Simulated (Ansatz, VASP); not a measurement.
**One calculation of Pd, two programs**

File INCAR:

```
PREC     = Accurate       # precision mode
ENCUT    = 600            # plane-wave cutoff, eV
EDIFF    = 1E-6           # SCF threshold, eV
ISMEAR   = 0              # smearing method
SIGMA    = 0.1            # smearing width, eV
LREAL    = F              # projectors in reciprocal space
LASPH    = T              # aspherical terms in the spheres
NELM     = 80             # most SCF steps
ALGO     = Fast           # electronic algorithm
ISIF     = 3              # what is computed and relaxed
LWAVE    = F              # write WAVECAR
LCHARG   = F              # write CHGCAR
GGA      = PE             # functional
IBRION   = 2              # ionic algorithm
NSW      = 90             # ionic steps
EDIFFG   = -0.04          # ionic threshold
```

The input KPOINTS:

```
regular mesh
0
Gamma
  9 9 9
```

The input POSCAR:

```
Pd
1.0
    2.2351397123      1.2904585146      0.8887105260
   -2.2351397123      1.2904585146      0.8887105260
    0.0000000000     -2.5809170292      0.8887105260
Pd
1
Direct
    0.5000000000      0.5000000000      0.5000000000
```

Input for Ansatz:

```yaml
crystal:
  lattice:
    - [2.2351397123, 1.2904585146, 0.888710526]
    - [-2.2351397123, 1.2904585146, 0.888710526]
    - [0.0, -2.5809170292, 0.888710526]
  atoms:
    - { symbol: Pd, position: [0.5, 0.5, 0.5] }
basis:
  ecutwfc: 420
kpoints:
  mp_grid: { grid: [9, 9, 9] }
hamiltonian:
  xc: pbe
scf:
  occupations: { method: gaussian, width: 0.1 }
  lower_state_search: "off"
output:
  forces: true
  stress: true
  eigenvalues: true
relax:
  adjacent_minimum: "off"
  f_tol: 0.04
  max_steps: 70
  cell: { stress_tol: 0.4 }
```

Alike in both runs: task relaxation of cell and atoms; functional PBE; k mesh 9 × 9 × 9; occupations gaussian, width 0.1 eV; no spin polarisation.

```csv
,VASP,Ansatz
version,VASP 6.6.1,Ansatz 0.2.0
potentials or method,"VASP PAW PBE potentials, release 64 (Pd), cutoff 600 eV","scalar-relativistic, plane waves, PAW"
valence electrons in the cell,10,18
```

```csv
,VASP,Ansatz,Ansatz less VASP
"gap on the k mesh at the Fermi level, each at its own relaxed structure (eV)",none,none,-
relaxed volume (Å³/atom),15.39,15.40,+0.011
relaxed cell length with the largest relative difference (Å),2.714,2.715,+0.0007
```

A gap of «none» marks a metal or a gap that the smearing closes. VASP's potentials hold 10 valence electrons a cell and Ansatz's 18, so a difference there can come from the potentials and not from the codes.
